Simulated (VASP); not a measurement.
Write the native input for VASP 6.6.1 that does the following.

| Property | Result |
| --- | --- |
| Task | single point |
| Functional | PBEsol |
| Potentials or basis | VASP PAW PBE potentials, release 64 (Cd, Se) |
| Cutoff | 500 eV |
| k mesh | 6 × 6 × 6 |
| Occupations | gaussian, width 0.01 eV |
| Spin | no spin polarisation |
| Dipole correction | no |
| Further INCAR settings | ALGO = Normal; EDIFF = 1e-06; NBANDS = 16 |

The structure of CdSe lies in POSCAR:

```
CdSe
1.0
    0.0000000000      3.0413470752      3.0413470752
    3.0413470752      0.0000000000      3.0413470752
    3.0413470752      3.0413470752      0.0000000000
Cd Se
1 1
Direct
   -0.0016440084     -0.0016440084     -0.0016440084
    0.7500000000      0.7500000000      0.7500000000
```

This cell differs from its parent crystal: atom 1 moved by [-0.01, -0.01, -0.01] A.

These files were run (other wordings do the same):

INCAR

```
SYSTEM = CdSe
PREC = Accurate ; ENCUT = 500
EDIFF = 1E-6 ; ISMEAR = 0
SIGMA = 0.01 ; LREAL = .FALSE.
LASPH = .TRUE. ; NELM = 120
ALGO = Normal ; ISIF = 2
LWAVE = .FALSE. ; LCHARG = .FALSE.
GGA = PS ; NBANDS = 16
GGA_COMPAT = .FALSE.
```

KPOINTS

```
Automatic mesh
0
G
  6 6 6
  0 0 0
```

Potentials or basis: VASP PAW PBE potentials, release 64 (Cd, Se).

Run with:

```bash
$ cat potpaw_PBE.64/Cd/POTCAR potpaw_PBE.64/Se/POTCAR > POTCAR
$ mpirun -np 1 vasp_std > vasp.out
```

It gave:

```
Pressure               : 0.3 GPa
Largest force          : 0.088 eV/Å
Band gap on the k mesh : 0.47 eV
```

Caveat: the cell differs from its parent crystal (atom 1 moved by [-0.01, -0.01, -0.01] A); semilocal functionals underestimate gaps, and a narrow one can read as zero; the PAW data sets were made with another functional, which shifts forces and pressure a little.

It took 12 s on 1 thread of AMD EPYC 9R45 96-Core Processor (Zen 5), with other jobs on the host, peak memory 0.16 GiB.
